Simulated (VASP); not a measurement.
C: single point with LDA

The system is C.

```
C
1.0
     1.19733    0.69128    3.43069
    -1.19733    0.69128    3.43069
     0.00000   -1.38255    3.43069
C
2
Direct
  0.16400 0.16400 0.16400
  0.83600 0.83600 0.83600
```

This cell differs from its parent crystal: strain -0.025 along x and y, +0.025 along z.

- Program: VASP 6.6.1
- Task: single point
- Functional: LDA
- Potentials or basis: VASP PAW LDA potentials, release 64 (C)
- Cutoff: 520 eV
- k mesh: 12 × 12 × 12
- Occupations: gaussian, width 0.05 eV
- Spin: no spin polarisation
- Dipole correction: no
- Further INCAR settings: ALGO = Normal; EDIFF = 1e-07; NBANDS = 11

The pressure is 19.4 GPa, the largest force is 0.906 eV/Å and the band gap on the k mesh is 0.65 eV, direct.

Forces on the atoms (eV/Å):
```
C    0.000  0.000  0.906
C    0.000  0.000 -0.906
```

Stress tensor (GPa, compression positive):
```
30.07  0.00  0.00
 0.00 30.07  0.00
 0.00  0.00 -1.80
```

Levels at points of the mesh, in eV from the valence-band top:
```tsv
k point	band 1	band 2	band 3	band 4	band 5	band 6	band 7	band 8	band 9
(0.00, 0.00, 0.00)	-19.77	-6.95	-2.60	-2.60	3.62	9.23	9.23	12.72	15.28
(0.50, 0.00, 0.00)	-14.00	-13.39	-6.24	-1.83	2.17	8.88	12.21	12.35	18.67
(0.50, 0.50, 0.00)	-13.91	-13.31	-6.28	-2.54	1.69	8.52	13.03	15.08	20.33
(0.50, 0.50, 0.50)	-19.51	-8.74	-2.61	-2.61	9.20	9.20	9.63	12.62	15.10
```

Wall time 36 s on 1 thread of Intel Xeon 6975P-C (shared host), peak memory 0.15 GiB.

Caveat: the cell differs from its parent crystal (strain -0.025 along x and y, +0.025 along z). A k mesh can miss the band edges.
